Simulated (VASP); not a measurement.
# RuBrCl3 (Pm-3m) in VASP: notebook

Runs on RuBrCl3. Level: PBE. Tasks: single point.

Program: VASP 6.6.1. These are calculated values, not measurements. Logs are shortened: lines on timing, memory, paths and dates and some standing lists are left out, and cuts for length are marked.

## 1. The cell of the first run

The structure is cubic, space group Pm-3m (No. 221). The conventional cell has a = 4.783 Å, b = 4.783 Å, c = 4.783 Å, α = 90.00°, β = 90.00°, γ = 90.00°. Within 3.2 Å of Ru (site symmetry m-3m) lie 6 Cl at 2.39 Å. Within 4.4 Å of Br (site symmetry m-3m) lie 12 Cl at 3.38 Å and 8 Ru at 4.14 Å. Within 3.2 Å of Cl (site symmetry 4/mmm) lie 2 Ru at 2.39 Å.

The cell was built from a structure type or drawn by symmetry, and may not be a known phase.

## 2. Single point, PBE, collinear spin, ferromagnetic start

Input file INCAR:

```
ALGO = Normal
EDIFF = 1E-6
ENCUT = 520
GGA = PE
ISIF = 2
ISMEAR = 0
ISPIN = 2
LASPH = True
LCHARG = False
LMAXMIX = 4
LORBIT = 11
LREAL = False
LWAVE = False
MAGMOM = 1 0 0 0 0
NBANDS = 33
NELM = 150
PREC = Accurate
SIGMA = 0.1
```

Input file KPOINTS:

```
k-points
0
Gamma
  4 4 4
```

Input file POSCAR:

```
RuBrCl3
1.0
    4.7829553756      0.0000000000      0.0000000000
    0.0000000000      4.7829553756      0.0000000000
    0.0000000000      0.0000000000      4.7829553756
Ru Br Cl
1 1 3
Direct
    0.5000000000      0.5000000000      0.5000000000
    0.0000000000      0.0000000000      0.0000000000
    0.0000000000      0.5000000000      0.5000000000
    0.5000000000      0.0000000000      0.5000000000
    0.5000000000      0.5000000000      0.0000000000
```

Potentials or basis: VASP PAW PBE potentials, release 64 (Ru_pv, Br, Cl).

Command:

```
$ cat potpaw_PBE.64/Ru_pv/POTCAR potpaw_PBE.64/Br/POTCAR potpaw_PBE.64/Cl/POTCAR > POTCAR
$ mpirun -np 1 vasp_std > vasp.out
```

OUTCAR:

```text
EDIFF = 1E-6
   ENCUT = 520
   GGA = PE
   ISIF = 2
   ISMEAR = 0
   ISPIN = 2
   LASPH = True
   LORBIT = 11
   LREAL = False
   NELM = 150
   PREC = Accurate

 ion  position               nearest neighbor table
   1  0.500  0.500  0.500-   3 2.39   4 2.39   5 2.39   5 2.39   4 2.39   3 2.39
   2  0.000  0.000  0.000-
   3  0.000  0.500  0.500-   1 2.39   1 2.39
   4  0.500  0.000  0.500-   1 2.39   1 2.39
   5  0.500  0.500  0.000-   1 2.39   1 2.39

  LATTYP: Found a simple cubic cell.
 ALAT       =     4.7829553756

  Lattice vectors:

 A1 = (   4.7829553756,   0.0000000000,   0.0000000000)
 A2 = (   0.0000000000,   4.7829553756,   0.0000000000)
 A3 = (   0.0000000000,   0.0000000000,   4.7829553756)

Analysis of symmetry for initial positions (statically):
=====================================================================
 Subroutine PRICEL returns:
 Original cell was already a primitive cell.

 Routine SETGRP: Setting up the symmetry group for a
 simple cubic supercell.

 Subroutine GETGRP returns: Found 48 space group operations
 (whereof 48 operations were pure point group operations)
 out of a pool of 48 trial point group operations.

The static configuration has the point symmetry O_h .

Analysis of symmetry for dynamics (positions and initial velocities):
=====================================================================
 Subroutine PRICEL returns:
 Original cell was already a primitive cell.

 Routine SETGRP: Setting up the symmetry group for a
 simple cubic supercell.

 Subroutine GETGRP returns: Found 48 space group operations
 (whereof 48 operations were pure point group operations)
 out of a pool of 48 trial point group operations.

The dynamic configuration has the point symmetry O_h .

Analysis of structural, dynamic, and magnetic symmetry:
=====================================================================
 Subroutine PRICEL returns:
 Original cell was already a primitive cell.

 Routine SETGRP: Setting up the symmetry group for a
 simple cubic supercell.

 Subroutine GETGRP returns: Found 48 space group operations
 (whereof 48 operations were pure point group operations)
 out of a pool of 48 trial point group operations.

The overall configuration has the point symmetry O_h .

 Subroutine INISYM returns: Found 48 space group operations
 (whereof 48 operations are pure point group operations),
 and found     1 'primitive' translations

----------------------------------------------------------------------------------------

                                     Primitive cell

  volume of cell :     109.4181

  direct lattice vectors                    reciprocal lattice vectors
     4.782955376  0.000000000  0.000000000     0.209075754  0.000000000  0.000000000
     0.000000000  4.782955376  0.000000000     0.000000000  0.209075754  0.000000000
     0.000000000  0.000000000  4.782955376     0.000000000  0.000000000  0.209075754

  length of vectors
     4.782955376  4.782955376  4.782955376     0.209075754  0.209075754  0.209075754

  position of ions in fractional coordinates (direct lattice)
     0.500000000  0.500000000  0.500000000
     0.000000000  0.000000000  0.000000000
     0.000000000  0.500000000  0.500000000
     0.500000000  0.000000000  0.500000000
     0.500000000  0.500000000  0.000000000

  ion indices of the primitive-cell ions
   primitive index   ion index
                 1           1
                 2           2
                 3           3
                 4           4
                 5           5

----------------------------------------------------------------------------------------

 KPOINTS: k-points

Automatic generation of k-mesh.
 Grid dimensions read from file:
 generate k-points for:    4    4    4

 Generating k-lattice:

  Cartesian coordinates                     Fractional coordinates (reciprocal lattice)
     0.052268938  0.000000000  0.000000000     0.250000000  0.000000000  0.000000000
     0.000000000  0.052268938  0.000000000     0.000000000  0.250000000  0.000000000
     0.000000000  0.000000000  0.052268938     0.000000000  0.000000000  0.250000000

  Length of vectors
     0.052268938  0.052268938  0.052268938

  Shift w.r.t. Gamma in fractional coordinates (k-lattice)
     0.000000000  0.000000000  0.000000000

 Subroutine IBZKPT returns following result:
 ===========================================

 Found     10 irreducible k-points:

 Following reciprocal coordinates:
            Coordinates               Weight
  0.000000  0.000000  0.000000      1.000000
  0.250000  0.000000  0.000000      6.000000
  0.500000  0.000000  0.000000      3.000000
  0.250000  0.250000  0.000000     12.000000
  0.500000  0.250000  0.000000     12.000000
  0.500000  0.500000  0.000000      3.000000
  0.250000  0.250000  0.250000      8.000000
  0.500000  0.250000  0.250000     12.000000
  0.500000  0.500000  0.250000      6.000000
  0.500000  0.500000  0.500000      1.000000
   k-points           NKPTS =     10   k-points in BZ     NKDIM =     10   number of bands    NBANDS=     33
   number of dos      NEDOS =    301   number of ions     NIONS =      5
   total plane-waves  NPLWV =  46656
   dimension x,y,z NGX =    36 NGY =   36 NGZ =   36
   dimension x,y,z NGXF=    72 NGYF=   72 NGZF=   72
   ions per type =               1   1   3
   NGX,Y,Z   is equivalent  to a cutoff of  12.51, 12.51, 12.51 a.u.
   NGXF,Y,Z  is equivalent  to a cutoff of  25.03, 25.03, 25.03 a.u.
 SYSTEM =  unknown system
   PREC   = accura    normal or accurate (medium, high low for compatibility)
   ISTART =      0    job   : 0-new  1-cont  2-samecut
   ICHARG =      2    charge: 1-file 2-atom 10-const
   ISPIN  =      2    spin polarized calculation?
   LNONCOLLINEAR =      F non collinear calculations
   LSORBIT =      F    spin-orbit coupling
   LASPH  =      T    aspherical Exc in radial PAW
   ENCUT  =  520.0 eV  38.22 Ry    6.18 a.u.   8.89  8.89  8.89*2*pi/ulx,y,z
   NELM   =    150;   NELMIN=  2; NELMDL= -5     # of ELM steps
   EDIFF  = 0.1E-05   stopping-criterion for ELM
   LREAL  =      F    real-space projection
   EDIFFG = 0.1E-04   stopping-criterion for IOM
   NSW    =      0    number of steps for IOM
   IBRION =     -1    ionic relax: 0-MD 1-quasi-New 2-CG
   NFREE  =      0    steps in history (QN), initial steepest desc. (CG)
   ISIF   =      2    stress and relaxation
   ISYM   =      2    0-nonsym 1-usesym 2-fastsym
   POTIM  = 0.5000    time-step for ionic-motion
   TEBEG  =    0.0;   TEEND  =   0.0 temperature during run
   PSTRESS=    0.0 pullay stress
   NELECT =      42.0000    total number of electrons
   NUPDOWN=      -1.0000    fix difference up-down
   EMIN   =  10.00;   EMAX   =-10.00  energy-range for DOS
   EFERMI =   0.00;   METHOD = LEGACY
   ISMEAR =     0;   SIGMA  =   0.10  broadening in eV -4-tet -1-fermi 0-gaus
   EFERMI_NEDOS =   21; number of points for ismear=-14 and -15
   IALGO  =     38    algorithm
   IMIX   =      4    mixing-type and parameters
     AMIX     =   0.40;   BMIX     =  1.00
     AMIX_MAG =   1.60;   BMIX_MAG =  1.00
  volume/ion in A,a.u.               =      21.88       147.68
  Fermi-wavevector in a.u.,A,eV,Ry     =   1.189766  2.248332 19.259638  1.415543
  Thomas-Fermi vector in A             =   2.325866
   LORBIT       =     11    0 simple, 1 ext, 2 COOP (PROOUT), +10 PAW based schemes
   GGA     = PE    functional components
   LHFCALC =     F    Hartree Fock is set to
   AEXX    =    0.0000 exact exchange contribution
   IVDW    =     0    specifies the selected vdW correction
   LEPSILON=     F    determine dielectric tensor
   LRPA    =     F    only Hartree local field effects (RPA)
 spin polarized calculation
 Gauss-broadening in eV      SIGMA  =   0.10
  energy-cutoff  :      520.00
  volume of cell :      109.42
 maximum number of plane-waves:      3016
 NGX is ok and might be reduce to    36
   NGX = 17   NGY = 17   NGZ = 17

 number of electron      41.9999986 magnetization       1.1175189

 Free energy of the ion-electron system (eV)
  ---------------------------------------------------
  ext. energy  EPLUGINS =         0.00000000
  ---------------------------------------------------
  free energy    TOTEN  =       -16.14090067 eV

  energy without entropy =      -16.11239147  energy(sigma->0) =      -16.12664607

 E-fermi :   3.0672     XC(G=0):  -9.6716

 val. band max:        3.0285026814   @ k =   0.5000   0.0000   0.0000
 cond. band min:       3.1102922740   @ k =   0.5000   0.2500   0.2500
 fundamental gap:      0.0817895926
 Fermi energy:         3.0671883060

 spin component 1

 k-point     1 :       0.0000    0.0000    0.0000
  band No.  band energies     occupation
      1     -40.2616      1.00000
      2     -40.2616      1.00000
      3     -40.2616      1.00000
      4     -12.9159      1.00000
      5     -11.9832      1.00000
      6     -11.9832      1.00000
[... 349 lines left out ...]
     32      13.9102      0.00000
     33      13.9104      0.00000
 Fermi energy:         3.0671883060

 spin component 2

 k-point     1 :       0.0000    0.0000    0.0000
  band No.  band energies     occupation
      1     -39.3902      1.00000
      2     -39.3902      1.00000
      3     -39.3902      1.00000
      4     -12.8538      1.00000
      5     -11.8989      1.00000
      6     -11.8989      1.00000
[... 349 lines left out ...]
     32      13.9692      0.00000
     33      13.9692      0.00000

------------------------ aborting loop because EDIFF is reached ----------------------------------------

  FORCE on cell =-STRESS in cart. coord.  units (eV):
  Direction    XX          YY          ZZ          XY          YZ          ZX
  --------------------------------------------------------------------------------------
  -------------------------------------------------------------------------------------
  Total       -0.0549893     -0.0549893     -0.0549893      0.0000000      0.0000000     -0.0000000
  in kB       -0.8051929     -0.8051929     -0.8051929      0.0000000      0.0000000     -0.0000000
  external PRESSURE =      -0.8051929 kB  Pullay stress =       0.0000000 kB

 VOLUME and BASIS-vectors are now :
 -----------------------------------------------------------------------------
  energy-cutoff  :      520.00
  volume of cell :      109.42
      direct lattice vectors                 reciprocal lattice vectors
     4.782955376  0.000000000  0.000000000     0.209075754  0.000000000  0.000000000
     0.000000000  4.782955376  0.000000000     0.000000000  0.209075754  0.000000000
     0.000000000  0.000000000  4.782955376     0.000000000  0.000000000  0.209075754

 POSITION                                       TOTAL-FORCE (eV/Angst)
 -----------------------------------------------------------------------------------
      2.39148      2.39148      2.39148         0.000000      0.000000      0.000000
      0.00000      0.00000      0.00000         0.000000      0.000000      0.000000
      0.00000      2.39148      2.39148         0.000000      0.000000      0.000000
      2.39148      0.00000      2.39148         0.000000      0.000000      0.000000
      2.39148      2.39148      0.00000         0.000000      0.000000      0.000000
 -----------------------------------------------------------------------------------
    total drift:                                0.000000      0.000000      0.000000

  FREE ENERGIE OF THE ION-ELECTRON SYSTEM (eV)
  ---------------------------------------------------
  free  energy   TOTEN  =       -16.1409006717 eV

  energy  without entropy=      -16.1123914678  energy(sigma->0) =      -16.12664607

 total charge

# of ion       s       p       d       tot
------------------------------------------
    1        0.245   6.182   5.901  12.328
    2        1.633   3.090   0.008   4.731
    3        1.607   3.445   0.000   5.052
    4        1.607   3.445   0.000   5.052
    5        1.607   3.445   0.000   5.052
--------------------------------------------------
tot          6.697  19.608   5.908  32.214

 magnetization (x)

# of ion       s       p       d       tot
------------------------------------------
    1        0.017   0.006   1.109   1.133
    2       -0.007  -0.199   0.000  -0.206
    3        0.006   0.044   0.000   0.050
    4        0.006   0.044   0.000   0.050
    5        0.006   0.044   0.000   0.050
--------------------------------------------------
tot          0.029  -0.060   1.109   1.078
```

Wall time 33 s (1 thread of Intel Xeon 6975P-C (Granite Rapids), shared host); peak memory 0.26 GiB.

Results:

| Item | Value |
| --- | --- |
| Free energy | -16.1409 eV |
| Pressure | -0.1 GPa |
| Net moment | 1.12 μB per cell |
| Site moments | Ru +1.13; Br -0.21; Cl +0.05 μB |
| Valence electrons inside the program's atomic spheres | Ru 12.33; Br 4.73; Cl 5.05 |

## 3. Single point, PBE, collinear spin, ferromagnetic start

This run uses another cell than the first one, of 28.17 Å³/atom.

Input file INCAR:

```
PREC = Accurate
ENCUT = 520
EDIFF = 1E-6
ISMEAR = 0
SIGMA = 0.1
LREAL = False
LASPH = True
NELM = 150
ALGO = Normal
ISIF = 2
LWAVE = False
LCHARG = False
ISPIN = 2
MAGMOM = 1 0 0 0 0
LORBIT = 11
LMAXMIX = 4
GGA = PE
NBANDS = 33
```

Input file KPOINTS:

```
regular mesh
0
Gamma
  4 4 4
```

Changes to POSCAR since step 2:

```diff
@@ -2,5 +2,5 @@
 1.0
-    4.7829553756      0.0000000000      0.0000000000
-    0.0000000000      4.7829553756      0.0000000000
-    0.0000000000      0.0000000000      4.7829553756
+    5.2026853000      0.0000000000      0.0000000000
+    0.0000000000      5.2026853000      0.0000000000
+    0.0000000000      0.0000000000      5.2026853000
 Ru Br Cl
```

Potentials or basis: VASP PAW PBE potentials, release 64 (Ru_pv, Br, Cl).

Command:

```
$ cat potpaw_PBE.64/Ru_pv/POTCAR potpaw_PBE.64/Br/POTCAR potpaw_PBE.64/Cl/POTCAR > POTCAR
$ mpirun -np 1 vasp_std > vasp.out
```

Run time: 64 s. Hardware: 1 thread of Intel Xeon 6975P-C (Granite Rapids), shared host; peak memory 0.31 GiB.

Results (log left out):

| Item | Value |
| --- | --- |
| Free energy | -15.1836 eV |
| Pressure | -7.5 GPa |
| Net moment | 2.24 μB per cell |
| Site moments | Ru +1.68; Br +0.04; Cl +0.10 μB |
| Valence electrons inside the program's atomic spheres | Ru 12.03; Br 4.70; Cl 5.00 |

Levels at points of the mesh, in eV from the Fermi level:
Spin up:
```csv
k point,band 20,band 21,band 22,band 23,band 24,band 25,band 26,band 27
"(0.00, 0.00, 0.00)",-1.35,-1.35,-0.01,-0.01,-0.01,3.09,7.02,7.79
"(0.50, 0.00, 0.00)",-0.91,-0.63,-0.15,-0.15,0.05,5.77,8.27,9.17
"(0.50, 0.50, 0.00)",-0.60,-0.52,-0.14,-0.14,1.97,7.48,7.77,7.77
"(0.50, 0.50, 0.50)",0.26,0.26,0.26,1.97,1.97,6.59,6.59,6.59
```
Spin down:
```
           k point  band 18  band 19  band 20  band 21  band 22  band 23
(0.00, 0.00, 0.00)    -0.58    -0.58    -0.42    -0.42     0.07     0.07
(0.50, 0.00, 0.00)    -0.57    -0.41    -0.27    -0.27     0.36     0.36
(0.50, 0.50, 0.00)    -0.06    -0.06     0.07     0.29     0.29     0.56
(0.50, 0.50, 0.50)    -0.26    -0.26     0.82     0.82     0.82     2.61
```

Caveat: the cell stands under tension.

(Continued in part 2 of 2.)
